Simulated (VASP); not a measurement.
# CuSi16 (a cell with a defect) in VASP: single point with PBE+D3(BJ)

Aim: the single point of CuSi16 (a cell with a defect) with PBE+D3(BJ).

All numbers are computed with VASP 6.6.1; they aren't measurements. Logs are shortened: lines on timing, memory, paths and dates and some standing lists are left out, and cuts for length are marked.

## 1. The cell of the first run

The cell holds a defect, 17 atoms: a = 7.679 Å, b = 7.679 Å, c = 7.679 Å, α = 60.00°, β = 60.00°, γ = 60.00°.

## 2. Single point, PBE+D3(BJ)

INCAR reads:

```
  PREC = Accurate
  ENCUT = 520
  EDIFF = 1E-7
  ISMEAR = 0
  SIGMA = 0.02
  LREAL = Auto
  LASPH = T
  NELM = 80
  ALGO = Normal
  ISIF = 2
  LWAVE = F
  LCHARG = T
  GGA = PE
  IVDW = 12
  LELF = T
  LVHAR = T
  NELECT = 74.0
  NBANDS = 52
```

KPOINTS reads:

```
regular mesh
0
Gamma
  2 2 2
```

POSCAR reads:

```
CuSi16
1.0
    0.0000000000      5.4300000000      5.4300000000
    5.4300000000      0.0000000000      5.4300000000
    5.4300000000      5.4300000000      0.0000000000
Si Cu
16 1
Direct
   -0.0039240246     -0.0006888423     -0.0012044703
    0.1092687604      0.1296298397      0.1292782510
   -0.0023704372     -0.0027022630      0.5017453675
    0.1327219463      0.1119772293      0.6261776510
   -0.0022266148      0.5021123235     -0.0030436613
    0.1327577442      0.6266697731      0.1116936514
    0.0395110621      0.4856322091      0.4854165358
    0.1381427448      0.6249604247      0.6245560775
    0.4804018916      0.0043236087      0.0039134996
    0.6234524545      0.1197916981      0.1194970030
    0.5065581670     -0.0165137837      0.5022960958
    0.6257083205      0.1240415276      0.6327782716
    0.5066704785      0.5024711233     -0.0167659544
    0.6257959653      0.6332520681      0.1234947798
    0.5123762645      0.5077287337      0.5073022002
    0.6677442696      0.6157069979      0.6153279618
    0.4664711473      0.3476352222      0.3473367602
```

Potentials or basis: VASP PAW PBE potentials, release 64 (Si, Cu).

Run with:

```
$ cat potpaw_PBE.64/Si/POTCAR potpaw_PBE.64/Cu/POTCAR > POTCAR
$ mpirun -np 1 vasp_std > vasp.out
```

OUTCAR:

```text
PREC = Accurate
   ENCUT = 520
   EDIFF = 1E-7
   ISMEAR = 0
   LREAL = Auto
   LASPH = T
   NELM = 80
   ISIF = 2
   GGA = PE
   IVDW = 12
   NELECT = 74.0
 IVDW          = 12

 ion  position               nearest neighbor table
   1  0.996  0.999  0.999-  10 2.34   4 2.34   6 2.34   2 2.35
   2  0.109  0.130  0.129-   9 2.33   3 2.34   5 2.34   1 2.35
   3  0.998  0.997  0.502-  12 2.33   2 2.34   8 2.34   4 2.35
   4  0.133  0.112  0.626-   1 2.34  11 2.34   3 2.35   7 2.35
   5  0.998  0.502  0.997-  14 2.33   2 2.34   8 2.34   6 2.35
   6  0.133  0.627  0.112-   1 2.34  13 2.34   5 2.35   7 2.35
   7  0.040  0.486  0.485-  16 2.33   4 2.35   6 2.35   8 2.37  17 2.68
   8  0.138  0.625  0.625-   3 2.34   5 2.34  15 2.35   7 2.37
   9  0.480  0.004  0.004-   2 2.33  14 2.33  12 2.33  10 2.35
  10  0.623  0.120  0.119-   1 2.34   9 2.35  13 2.40  11 2.40  17 2.53
  11  0.507  0.983  0.502-  16 2.32   4 2.34  17 2.35  10 2.40  12 2.45
  12  0.626  0.124  0.633-   9 2.33   3 2.33  15 2.41  11 2.45  17 2.46
  13  0.507  0.502  0.983-  16 2.32   6 2.34  17 2.35  10 2.40  14 2.45
  14  0.626  0.633  0.123-   9 2.33   5 2.33  15 2.41  13 2.45  17 2.46
  15  0.512  0.508  0.507-  16 2.34   8 2.35  17 2.35  12 2.41  14 2.41
  16  0.668  0.616  0.615-  11 2.32  13 2.32   7 2.33  15 2.34
  17  0.466  0.348  0.347-  13 2.35  11 2.35  15 2.35  12 2.46  14 2.46  10 2.53   7 2.68

  LATTYP: Found a face centered cubic cell.
 ALAT       =    10.8600000000

  Lattice vectors:

 A1 = (   0.0000000000,   5.4300000000,   5.4300000000)
 A2 = (   5.4300000000,   0.0000000000,   5.4300000000)
 A3 = (   5.4300000000,   5.4300000000,   0.0000000000)

Analysis of symmetry for initial positions (statically):
=====================================================================
 Subroutine PRICEL returns:
 Original cell was already a primitive cell.

 Routine SETGRP: Setting up the symmetry group for a
 face centered cubic supercell.

 Subroutine GETGRP returns: Found  1 space group operations
 (whereof  1 operations were pure point group operations)
 out of a pool of 48 trial point group operations.

The static configuration has the point symmetry C_1 .

Analysis of symmetry for dynamics (positions and initial velocities):
=====================================================================
 Subroutine PRICEL returns:
 Original cell was already a primitive cell.

 Routine SETGRP: Setting up the symmetry group for a
 face centered cubic supercell.

 Subroutine GETGRP returns: Found  1 space group operations
 (whereof  1 operations were pure point group operations)
 out of a pool of 48 trial point group operations.

The dynamic configuration has the point symmetry C_1 .

 Subroutine INISYM returns: Found  1 space group operations
 (whereof  1 operations are pure point group operations),
 and found     1 'primitive' translations

----------------------------------------------------------------------------------------

                                     Primitive cell

  volume of cell :     320.2060

  direct lattice vectors                    reciprocal lattice vectors
     0.000000000  5.430000000  5.430000000    -0.092081031  0.092081031  0.092081031
     5.430000000  0.000000000  5.430000000     0.092081031 -0.092081031  0.092081031
     5.430000000  5.430000000  0.000000000     0.092081031  0.092081031 -0.092081031

  length of vectors
     7.679179644  7.679179644  7.679179644     0.159489025  0.159489025  0.159489025

  position of ions in fractional coordinates (direct lattice)
     0.996075975  0.999311158  0.998795530
     0.109268760  0.129629840  0.129278251
     0.997629563  0.997297737  0.501745367
     0.132721946  0.111977229  0.626177651
     0.997773385  0.502112324  0.996956339
     0.132757744  0.626669773  0.111693651
[... 9 lines left out ...]
     0.667744270  0.615706998  0.615327962
     0.466471147  0.347635222  0.347336760

  ion indices of the primitive-cell ions
   primitive index   ion index
                 1           1
                 2           2
                 3           3
                 4           4
                 5           5
                 6           6
[... 9 lines left out ...]
                16          16
                17          17

----------------------------------------------------------------------------------------

 KPOINTS: regular mesh

Automatic generation of k-mesh.
 Grid dimensions read from file:
 generate k-points for:    2    2    2

 Generating k-lattice:

  Cartesian coordinates                     Fractional coordinates (reciprocal lattice)
    -0.046040516  0.046040516  0.046040516     0.500000000  0.000000000  0.000000000
     0.046040516 -0.046040516  0.046040516     0.000000000  0.500000000  0.000000000
     0.046040516  0.046040516 -0.046040516     0.000000000  0.000000000  0.500000000

  Length of vectors
     0.079744512  0.079744512  0.079744512

  Shift w.r.t. Gamma in fractional coordinates (k-lattice)
     0.000000000  0.000000000  0.000000000

 Subroutine IBZKPT returns following result:
 ===========================================

 Found      8 irreducible k-points:

 Following reciprocal coordinates:
            Coordinates               Weight
  0.000000  0.000000  0.000000      1.000000
  0.500000  0.000000  0.000000      1.000000
  0.000000  0.500000  0.000000      1.000000
  0.000000  0.000000  0.500000      1.000000
  0.500000  0.500000  0.500000      1.000000
  0.500000  0.500000  0.000000      1.000000
  0.000000  0.500000  0.500000      1.000000
  0.500000  0.000000  0.500000      1.000000
   k-points           NKPTS =      8   k-points in BZ     NKDIM =      8   number of bands    NBANDS=     52
   number of dos      NEDOS =    301   number of ions     NIONS =     17
   total plane-waves  NPLWV = 216000
   dimension x,y,z NGX =    60 NGY =   60 NGZ =   60
   dimension x,y,z NGXF=   120 NGYF=  120 NGZF=  120
   ions per type =              16   1
   NGX,Y,Z   is equivalent  to a cutoff of  12.99, 12.99, 12.99 a.u.
   NGXF,Y,Z  is equivalent  to a cutoff of  25.98, 25.98, 25.98 a.u.
 SYSTEM =  unknown system
   PREC   = accura    normal or accurate (medium, high low for compatibility)
   ISTART =      0    job   : 0-new  1-cont  2-samecut
   ICHARG =      2    charge: 1-file 2-atom 10-const
   ISPIN  =      1    spin polarized calculation?
   LNONCOLLINEAR =      F non collinear calculations
   LSORBIT =      F    spin-orbit coupling
   LASPH  =      T    aspherical Exc in radial PAW
   ENCUT  =  520.0 eV  38.22 Ry    6.18 a.u.  14.28 14.28 14.28*2*pi/ulx,y,z
   NELM   =     80;   NELMIN=  2; NELMDL= -5     # of ELM steps
   EDIFF  = 0.1E-06   stopping-criterion for ELM
   LREAL  =      T    real-space projection
   EDIFFG = 0.1E-05   stopping-criterion for IOM
   NSW    =      0    number of steps for IOM
   IBRION =     -1    ionic relax: 0-MD 1-quasi-New 2-CG
   NFREE  =      0    steps in history (QN), initial steepest desc. (CG)
   ISIF   =      2    stress and relaxation
   ISYM   =      2    0-nonsym 1-usesym 2-fastsym
   POTIM  = 0.5000    time-step for ionic-motion
   TEBEG  =    0.0;   TEEND  =   0.0 temperature during run
   PSTRESS=    0.0 pullay stress
   NELECT =      74.0000    total number of electrons
   NUPDOWN=      -1.0000    fix difference up-down
   EMIN   =  10.00;   EMAX   =-10.00  energy-range for DOS
   EFERMI =   0.00;   METHOD = LEGACY
   ISMEAR =     0;   SIGMA  =   0.02  broadening in eV -4-tet -1-fermi 0-gaus
   EFERMI_NEDOS =   21; number of points for ismear=-14 and -15
   IALGO  =     38    algorithm
   IMIX   =      4    mixing-type and parameters
     AMIX     =   0.40;   BMIX     =  1.00
     AMIX_MAG =   1.60;   BMIX_MAG =  1.00
  volume/ion in A,a.u.               =      18.84       127.11
  Fermi-wavevector in a.u.,A,eV,Ry     =   1.004636  1.898488 13.732283  1.009294
  Thomas-Fermi vector in A             =   2.137265
   LORBIT       =      0    0 simple, 1 ext, 2 COOP (PROOUT), +10 PAW based schemes
   GGA     = PE    functional components
   LHFCALC =     F    Hartree Fock is set to
   AEXX    =    0.0000 exact exchange contribution
   IVDW    =    12    specifies the selected vdW correction
   LEPSILON=     F    determine dielectric tensor
   LRPA    =     F    only Hartree local field effects (RPA)
 non-spin polarized calculation
 Gauss-broadening in eV      SIGMA  =   0.02
  energy-cutoff  :      520.00
  volume of cell :      320.21
 maximum number of plane-waves:      8646
 NGX is ok and might be reduce to    60
   NGX = 29   NGY = 29   NGZ = 29

 number of electron      74.0000002 magnetization

 Free energy of the ion-electron system (eV)
  ---------------------------------------------------
  ext. energy  EPLUGINS =         0.00000000
  ---------------------------------------------------
  free energy    TOTEN  =       -94.22234792 eV

  energy without entropy =      -94.22234792  energy(sigma->0) =      -94.22234792

 E-fermi :   6.4052     XC(G=0):  -9.6100

 val. band max:        6.3278916076   @ k =   0.0000   0.0000   0.0000
 cond. band min:       6.4824750256   @ k =   0.0000   0.0000   0.0000
 fundamental gap:      0.1545834180
 Fermi energy:         6.4051811978

 k-point     1 :       0.0000    0.0000    0.0000
  band No.  band energies     occupation
      1      -5.8946      2.00000
      2      -3.5315      2.00000
      3      -3.5149      2.00000
      4      -3.4872      2.00000
      5      -3.4653      2.00000
      6      -2.0067      2.00000
[... 41 lines left out ...]
     48       8.4660      0.00000
     49       8.5707      0.00000

 k-point     2 :       0.5000    0.0000    0.0000
  band No.  band energies     occupation
      1      -5.2587      2.00000
      2      -4.8979      2.00000
      3      -3.2421      2.00000
      4      -3.2252      2.00000
      5      -3.1987      2.00000
      6      -3.0678      2.00000
[... 304 lines left out ...]
 k-point     8 :       0.5000    0.0000    0.5000
  band No.  band energies     occupation
      1      -4.9340      2.00000
      2      -4.7138      2.00000
      3      -3.8837      2.00000
      4      -3.7743      2.00000
      5      -3.7451      2.00000
      6      -3.7371      2.00000
[... 41 lines left out ...]
     48      10.4697      0.00000
     49      10.4859      0.00000
 [bands above 49 left out]

------------------------ aborting loop because EDIFF is reached ----------------------------------------

 Edisp (eV)   -5.67132

 E8    (eV) :    -2.3524

  FORCE on cell =-STRESS in cart. coord.  units (eV):
  Direction    XX          YY          ZZ          XY          YZ          ZX
  --------------------------------------------------------------------------------------
  -------------------------------------------------------------------------------------
  Total      -7.83263    -7.19954    -7.20192    -0.11322    -0.74916    -0.09158
  in kB     -39.19123   -36.02351   -36.03541    -0.56651    -3.74850    -0.45821
  external pressure =      -37.08 kB  Pullay stress =        0.00 kB

 VOLUME and BASIS-vectors are now :
 -----------------------------------------------------------------------------
  energy-cutoff  :      520.00
  volume of cell :      320.21
      direct lattice vectors                 reciprocal lattice vectors
     0.000000000  5.430000000  5.430000000    -0.092081031  0.092081031  0.092081031
     5.430000000  0.000000000  5.430000000     0.092081031 -0.092081031  0.092081031
     5.430000000  5.430000000  0.000000000     0.092081031  0.092081031 -0.092081031

 POSITION                                       TOTAL-FORCE (eV/Angst)
 -----------------------------------------------------------------------------------
     10.84972     10.83215     10.83495        -0.003010     -0.003595     -0.009224
      1.40587      1.29531      1.29722        -0.009508     -0.002649      0.001960
      8.13980      8.14161     10.83246         0.002825      0.003496      0.006969
      4.00818      4.12082      1.32872         0.009082      0.001475      0.004422
      8.13994     10.83138      8.14438         0.005272      0.006166      0.003764
      4.00931      1.32737      4.12369         0.005211      0.004283      0.000021
[... 9 lines left out ...]
      6.68452      6.96708      6.96914         0.000403      0.002197     -0.005957
      3.77370      4.41898      4.42060         0.006625     -0.010552     -0.009176
 -----------------------------------------------------------------------------------
    total drift:                                0.006845     -0.004389     -0.004116

  FREE ENERGIE OF THE ION-ELECTRON SYSTEM (eV)
  ---------------------------------------------------
  free  energy   TOTEN  =       -99.8936678637 eV

  energy  without entropy=      -99.8936678628  energy(sigma->0) =      -99.89366786
```

Wall time 3.8 min (1 thread of Intel Xeon Platinum 8559C (Emerald Rapids), shared host); peak memory 0.48 GiB.

What came out:

```
Free energy                : -99.8937 eV
Largest force              : 0.020 eV/Å
Dispersion energy per atom : -0.334 eV
```

Forces on the atoms (eV/Å):
```
Si  -0.003 -0.004 -0.009
Si  -0.010 -0.003  0.002
Si   0.003  0.003  0.007
Si   0.009  0.001  0.004
Si   0.005  0.006  0.004
Si   0.005  0.004  0.000
Si   0.003 -0.007  0.000
Si  -0.006 -0.005 -0.012
Si   0.006  0.007  0.009
Si  -0.003  0.003  0.001
Si  -0.010  0.007 -0.002
Si  -0.001  0.005 -0.014
Si  -0.008 -0.013  0.013
Si  -0.003 -0.005 -0.002
Si   0.006  0.007  0.014
Si   0.000  0.002 -0.006
Cu   0.007 -0.011 -0.009
```

Levels at points of the mesh, in eV from the Fermi level:
```
           k point  band 35  band 36  band 37  band 38  band 39  band 40
(0.00, 0.00, 0.00)    -0.63    -0.20    -0.08     0.08     0.38     0.58
(0.50, 0.00, 0.00)    -0.89    -0.66    -0.52     0.52     1.00     1.34
(0.00, 0.50, 0.00)    -0.91    -0.85    -0.75     0.55     1.12     1.24
(0.00, 0.00, 0.50)    -0.91    -0.85    -0.75     0.55     1.12     1.24
(0.50, 0.50, 0.50)    -0.89    -0.89    -0.80     0.50     1.15     1.23
(0.50, 0.50, 0.00)    -1.47    -1.44    -1.09     0.65     0.98     1.94
(0.00, 0.50, 0.50)    -1.51    -1.42    -1.13     0.67     0.98     1.95
(0.50, 0.00, 0.50)    -1.47    -1.44    -1.09     0.65     0.98     1.94
```

Caveat: the k points lie up to 0.50 Å⁻¹ apart; the cell carries a net charge on a neutralising background, which shifts energy and pressure; the cell is charged against a uniform background, so pressure and absolute levels hang on convention.
